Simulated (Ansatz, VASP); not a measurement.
# One calculation of Au, two programs

```
CELL_PARAMETERS angstrom
-1.65727 1.65727 1.64070
1.65727 -1.65727 1.64070
1.65727 1.65727 -1.64070
ATOMIC_POSITIONS crystal
Au 0.00000 0.00000 0.00000
```

Change from the starting cell: strain -0.0100 x Voigt [0, 0, 1, 0, 0, 0], atoms carried along.

Alike in both runs: task single point; functional PBEsol; k mesh 20 × 20 × 20; occupations gaussian, width 0.15 eV; no spin polarisation.

|  | VASP | Ansatz |
| --- | --- | --- |
| version | VASP 6.6.1 | Ansatz 0.2.0 |
| potentials or method | VASP PAW PBE potentials, release 64 (Au), cutoff 520 eV | scalar-relativistic, plane waves, PAW |
| valence electrons in the cell | 11 | 19 |

|  | VASP | Ansatz | Ansatz less VASP |
| --- | --- | --- | --- |
| gap on the k mesh at the Fermi level (eV) | none | none | - |
| pressure (GPa) | -8.5 | -8.2 | +0.23 |

VASP's potentials were made for PBE, not for PBEsol. A gap of «none» marks a metal or a gap that the smearing closes. With one functional, cell and mesh, what is left measures potentials, basis and numerics. VASP's potentials hold 11 valence electrons a cell and Ansatz's 19, so a difference there can come from the potentials and not from the codes.

Neither program's run includes spin-orbit coupling.
